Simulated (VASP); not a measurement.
# Mg (P6_3/mmc) in VASP: single point with PBE

Aim: the single point of Mg with PBE.

Everything below comes from runs of VASP 6.6.1. Logs are shortened: lines on timing, memory, paths and dates and some standing lists are left out, and cuts for length are marked.

**1. The cell of the first run**

The structure is hexagonal, space group P6_3/mmc (No. 194). Conventional cell: a = 3.595 Å, b = 3.595 Å, c = 6.233 Å, α = 90.00°, β = 90.00°, γ = 120.00°. Within 4.7 Å of Mg (site symmetry -6m2) lie 12 Mg at 3.59 to 3.74 Å.

**2. Single point, PBE (Ca replaced by Mg, lengths x 0.881, strained)**

Contents of INCAR:

```
  ALGO = Normal
  EDIFF = 1E-6
  ENCUT = 520
  GGA = PE
  ISIF = 2
  ISMEAR = 0
  LASPH = True
  LCHARG = True
  LELF = True
  LREAL = False
  LVHAR = True
  LWAVE = False
  NBANDS = 9
  NELM = 100
  PREC = Accurate
  SIGMA = 0.1
```

Contents of KPOINTS:

```
k-points
0
Gamma
  6 6 4
```

Contents of POSCAR:

```
Mg
1.0
    3.5947740102      0.0000000000      0.0000000000
   -1.7973870051      3.1131656137      0.0000000000
    0.0000000000      0.0000000000      6.2334497045
Mg
2
Direct
    0.3333333333      0.6666666667      0.2500000000
    0.6666666667      0.3333333333      0.7500000000
```

Potentials or basis: VASP PAW PBE potentials, release 64 (Mg).

Run with:

```bash
> cat potpaw_PBE.64/Mg/POTCAR > POTCAR
> mpirun -np 1 vasp_std > vasp.out
```

OUTCAR:

```text
EDIFF = 1E-6
   ENCUT = 520
   GGA = PE
   ISIF = 2
   ISMEAR = 0
   LASPH = True
   LREAL = False
   NELM = 100
   PREC = Accurate

 ion  position               nearest neighbor table
   1  0.333  0.667  0.250-
   2  0.667  0.333  0.750-

  LATTYP: Found a hexagonal cell.
 ALAT       =     3.5947740102
 C/A-ratio  =     1.7340310369

  Lattice vectors:

 A1 = (   3.5947740102,   0.0000000000,   0.0000000000)
 A2 = (  -1.7973870051,   3.1131656137,   0.0000000000)
 A3 = (   0.0000000000,   0.0000000000,   6.2334497045)

Analysis of symmetry for initial positions (statically):
=====================================================================
 Subroutine PRICEL returns:
 Original cell was already a primitive cell.

 Routine SETGRP: Setting up the symmetry group for a
 hexagonal supercell.

 Subroutine GETGRP returns: Found 24 space group operations
 (whereof 12 operations were pure point group operations)
 out of a pool of 24 trial point group operations.

The static configuration has the point symmetry D_3d.
 The point group associated with its full space group is D_6h.

Analysis of symmetry for dynamics (positions and initial velocities):
=====================================================================
 Subroutine PRICEL returns:
 Original cell was already a primitive cell.

 Routine SETGRP: Setting up the symmetry group for a
 hexagonal supercell.

 Subroutine GETGRP returns: Found 24 space group operations
 (whereof 12 operations were pure point group operations)
 out of a pool of 24 trial point group operations.

The dynamic configuration has the point symmetry D_3d.
 The point group associated with its full space group is D_6h.

 Subroutine INISYM returns: Found 24 space group operations
 (whereof 12 operations are pure point group operations),
 and found     1 'primitive' translations

----------------------------------------------------------------------------------------

                                     Primitive cell

  volume of cell :      69.7593

  direct lattice vectors                    reciprocal lattice vectors
     3.594774010  0.000000000  0.000000000     0.278181604  0.160608224  0.000000000
    -1.797387005  3.113165614  0.000000000     0.000000000  0.321216448  0.000000000
     0.000000000  0.000000000  6.233449704     0.000000000  0.000000000  0.160424812

  length of vectors
     3.594774010  3.594774010  6.233449704     0.321216448  0.321216448  0.160424812

  position of ions in fractional coordinates (direct lattice)
     0.333333333  0.666666667  0.250000000
     0.666666667  0.333333333  0.750000000

  ion indices of the primitive-cell ions
   primitive index   ion index
                 1           1
                 2           2

----------------------------------------------------------------------------------------

 KPOINTS: k-points

Automatic generation of k-mesh.
 Grid dimensions read from file:
 generate k-points for:    6    6    4

 Generating k-lattice:

  Cartesian coordinates                     Fractional coordinates (reciprocal lattice)
     0.046363601  0.026768037  0.000000000     0.166666667  0.000000000  0.000000000
     0.000000000  0.053536075  0.000000000     0.000000000  0.166666667  0.000000000
     0.000000000  0.000000000  0.040106203     0.000000000  0.000000000  0.250000000

  Length of vectors
     0.053536075  0.053536075  0.040106203

  Shift w.r.t. Gamma in fractional coordinates (k-lattice)
     0.000000000  0.000000000  0.000000000

 Subroutine IBZKPT returns following result:
 ===========================================

 Found     21 irreducible k-points:

 Following reciprocal coordinates:
            Coordinates               Weight
  0.000000  0.000000  0.000000      1.000000
  0.166667  0.000000  0.000000      6.000000
  0.333333  0.000000  0.000000      6.000000
  0.500000  0.000000  0.000000      3.000000
  0.166667  0.166667  0.000000      6.000000
  0.333333  0.166667  0.000000     12.000000
[... 13 lines left out ...]
  0.333333  0.166667  0.500000     12.000000
  0.333333  0.333333  0.500000      2.000000
   k-points           NKPTS =     21   k-points in BZ     NKDIM =     21   number of bands    NBANDS=      9
   number of dos      NEDOS =    301   number of ions     NIONS =      2
   total plane-waves  NPLWV =  37632
   dimension x,y,z NGX =    28 NGY =   28 NGZ =   48
   dimension x,y,z NGXF=    56 NGYF=   56 NGZF=   96
   ions per type =               2
   NGX,Y,Z   is equivalent  to a cutoff of  12.95, 12.95, 12.80 a.u.
   NGXF,Y,Z  is equivalent  to a cutoff of  25.90, 25.90, 25.60 a.u.
 SYSTEM =  unknown system
   PREC   = accura    normal or accurate (medium, high low for compatibility)
   ISTART =      0    job   : 0-new  1-cont  2-samecut
   ICHARG =      2    charge: 1-file 2-atom 10-const
   ISPIN  =      1    spin polarized calculation?
   LNONCOLLINEAR =      F non collinear calculations
   LSORBIT =      F    spin-orbit coupling
   LASPH  =      T    aspherical Exc in radial PAW
   ENCUT  =  520.0 eV  38.22 Ry    6.18 a.u.   6.68  6.68 11.59*2*pi/ulx,y,z
   NELM   =    100;   NELMIN=  2; NELMDL= -5     # of ELM steps
   EDIFF  = 0.1E-05   stopping-criterion for ELM
   LREAL  =      F    real-space projection
[... 7 lines left out ...]
   TEBEG  =    0.0;   TEEND  =   0.0 temperature during run
   PSTRESS=    0.0 pullay stress
   NELECT =       4.0000    total number of electrons
   NUPDOWN=      -1.0000    fix difference up-down
   EMIN   =  10.00;   EMAX   =-10.00  energy-range for DOS
   EFERMI =   0.00;   METHOD = LEGACY
   ISMEAR =     0;   SIGMA  =   0.10  broadening in eV -4-tet -1-fermi 0-gaus
   EFERMI_NEDOS =   21; number of points for ismear=-14 and -15
   IALGO  =     38    algorithm
   IMIX   =      4    mixing-type and parameters
     AMIX     =   0.40;   BMIX     =  1.00
     AMIX_MAG =   1.60;   BMIX_MAG =  1.00
  volume/ion in A,a.u.               =      34.88       235.38
  Fermi-wavevector in a.u.,A,eV,Ry     =   0.631288  1.192961  5.422252  0.398524
  Thomas-Fermi vector in A             =   1.694211
   LORBIT       =      0    0 simple, 1 ext, 2 COOP (PROOUT), +10 PAW based schemes
   GGA     = PE    functional components
   LHFCALC =     F    Hartree Fock is set to
   AEXX    =    0.0000 exact exchange contribution
   IVDW    =     0    specifies the selected vdW correction
   LEPSILON=     F    determine dielectric tensor
   LRPA    =     F    only Hartree local field effects (RPA)
 non-spin polarized calculation
 Gauss-broadening in eV      SIGMA  =   0.10
  energy-cutoff  :      520.00
  volume of cell :       69.76
 maximum number of plane-waves:      1919
 NGX is ok and might be reduce to    28
   NGX = 13   NGY = 13   NGZ = 23

 number of electron       4.0000000 magnetization

 Free energy of the ion-electron system (eV)
  ---------------------------------------------------
  ext. energy  EPLUGINS =         0.00000000
  ---------------------------------------------------
  free energy    TOTEN  =        -2.29796576 eV

  energy without entropy =       -2.29235384  energy(sigma->0) =       -2.29515980

 E-fermi :   0.7939     XC(G=0):  -7.2791

 val. band max:        0.7905522533   @ k =   0.1667   0.1667   0.0000
 cond. band min:       0.9678500972   @ k =   0.3333   0.1667   0.0000
 fundamental gap:      0.1772978439
 Fermi energy:         0.7938628765

 k-point     1 :       0.0000    0.0000    0.0000
  band No.  band energies     occupation
      1      -4.5323      2.00000
      2      -0.9827      2.00000
      3      -0.4310      2.00000
      4       9.5740      0.00000
      5       9.5740      0.00000
      6       9.8770      0.00000
      7       9.9318      0.00000
      8      10.0210      0.00000
      9      10.0210      0.00000

 k-point     2 :       0.1667    0.0000    0.0000
  band No.  band energies     occupation
      1      -4.1018      2.00000
      2      -0.5520      2.00000
      3      -0.0233      2.00000
      4       5.8728      0.00000
      5       7.8606      0.00000
      6       8.7052      0.00000
      7       9.0892      0.00000
      8       9.5251      0.00000
      9      10.5984      0.00000

 k-point     3 :       0.3333    0.0000    0.0000
  band No.  band energies     occupation
      1      -2.8186      2.00000
      2       0.7220      1.69043
      3       1.1958      0.00000
      4       2.2282      0.00000
      5       5.6485      0.00000
      6       6.1234      0.00000
      7       6.7106      0.00000
      8       7.5778      0.00000
      9       9.7020      0.00000

 k-point     4 :       0.5000    0.0000    0.0000
  band No.  band energies     occupation
      1      -0.8255      2.00000
      2      -0.5740      2.00000
      3       2.7219      0.00000
      4       2.9215      0.00000
      5       2.9524      0.00000
      6       3.5669      0.00000
      7       6.3272      0.00000
      8       7.1694      0.00000
      9       9.3452      0.00000

 k-point     5 :       0.1667    0.1667    0.0000
  band No.  band energies     occupation
      1      -3.2448      2.00000
      2       0.3013      2.00000
      3       0.7906      1.03734
      4       4.1896      0.00000
      5       4.3464      0.00000
      6       7.5200      0.00000
      7       7.7169      0.00000
      8       7.7579      0.00000
      9       8.6407      0.00000

 k-point     6 :       0.3333    0.1667    0.0000
  band No.  band energies     occupation
      1      -1.5487      2.00000
      2       0.9679      0.01387
      3       1.9930      0.00000
      4       2.3999      0.00000
      5       3.4509      0.00000
      6       4.4858      0.00000
      7       4.9005      0.00000
      8       6.8618      0.00000
      9       7.4733      0.00000
[... 133 lines left out ...]
 k-point    18 :       0.5000    0.0000    0.5000
  band No.  band energies     occupation
      1       0.1174      2.00000
      2       0.1174      2.00000
      3       0.3603      2.00000
      4       0.3603      2.00000
      5       7.1837      0.00000
      6       7.1837      0.00000
      7       7.2294      0.00000
      8       7.2294      0.00000
      9       7.5038      0.00000

 k-point    19 :       0.1667    0.1667    0.5000
  band No.  band energies     occupation
      1      -2.2914      2.00000
      2      -2.2914      2.00000
      3       4.8857      0.00000
      4       4.8857      0.00000
      5       5.0496      0.00000
      6       5.0496      0.00000
      7       5.6154      0.00000
      8       5.6154      0.00000
      9      11.7144      0.00000

 k-point    20 :       0.3333    0.1667    0.5000
  band No.  band energies     occupation
      1      -0.6051      2.00000
      2      -0.6051      2.00000
      3       1.9019      0.00000
      4       1.9019      0.00000
      5       4.3529      0.00000
      6       4.3529      0.00000
      7       6.7889      0.00000
      8       6.7889      0.00000
      9       9.2556      0.00000

 k-point    21 :       0.3333    0.3333    0.5000
  band No.  band energies     occupation
      1       1.2674      0.00000
      2       1.2674      0.00000
      3       1.5203      0.00000
      4       1.5203      0.00000
      5       1.6818      0.00000
      6       1.6818      0.00000
      7       8.0883      0.00000
      8       8.0883      0.00000
      9       9.2157      0.00000

------------------------ aborting loop because EDIFF is reached ----------------------------------------

  FORCE on cell =-STRESS in cart. coord.  units (eV):
  Direction    XX          YY          ZZ          XY          YZ          ZX
  --------------------------------------------------------------------------------------
  -------------------------------------------------------------------------------------
  Total       -2.8746027     -2.8746027     -1.9308771      0.0000000     -0.0000000      0.0000000
  in kB      -66.0216144    -66.0216144    -44.3468674      0.0000000     -0.0000000      0.0000000
  external PRESSURE =     -58.7966987 kB  Pullay stress =       0.0000000 kB

 VOLUME and BASIS-vectors are now :
 -----------------------------------------------------------------------------
  energy-cutoff  :      520.00
  volume of cell :       69.76
      direct lattice vectors                 reciprocal lattice vectors
     3.594774010  0.000000000  0.000000000     0.278181604  0.160608224  0.000000000
    -1.797387005  3.113165614  0.000000000     0.000000000  0.321216448  0.000000000
     0.000000000  0.000000000  6.233449704     0.000000000  0.000000000  0.160424812

 POSITION                                       TOTAL-FORCE (eV/Angst)
 -----------------------------------------------------------------------------------
     -0.00000      2.07544      1.55836        -0.000000      0.000000      0.000000
      1.79739      1.03772      4.67509         0.000000     -0.000000      0.000000
 -----------------------------------------------------------------------------------
    total drift:                               -0.000000      0.000000     -0.000000

  FREE ENERGIE OF THE ION-ELECTRON SYSTEM (eV)
  ---------------------------------------------------
  free  energy   TOTEN  =        -2.2979657577 eV

  energy  without entropy=       -2.2923538432  energy(sigma->0) =       -2.29515980
```

Run time: 5 s. Hardware: 1 thread of AMD EPYC 9R45 (Zen 5), shared host; peak memory 0.15 GiB.

What came out:

```yaml
Free_energy: -2.2980 eV
Pressure: -5.9 GPa
Band_gap_on_the_k_mesh: zero (bands 2 and 3 overlap by 1.70 eV)
```

Stress tensor (GPa, compression positive):
```
-6.60  0.00  0.00
 0.00 -6.60  0.00
 0.00  0.00 -4.43
```

Levels at points of the mesh, in eV from the Fermi level:
```tsv
k point	band 1	band 2	band 3	band 4	band 5
(0.00, 0.00, 0.00)	-5.33	-1.78	-1.22	8.78	8.78
(0.50, 0.00, 0.00)	-1.62	-1.37	1.93	2.13	2.16
(0.00, 0.00, 0.50)	-4.37	-4.37	3.14	3.14	9.60
(0.50, 0.00, 0.50)	-0.68	-0.68	-0.43	-0.43	6.39
```

Caveat: the cell differs from its parent crystal (Ca replaced by Mg, lengths x 0.881, strained); the cell stands under tension.

The gap in the log of VASP goes by the Fermi energy; the results here count the filled bands.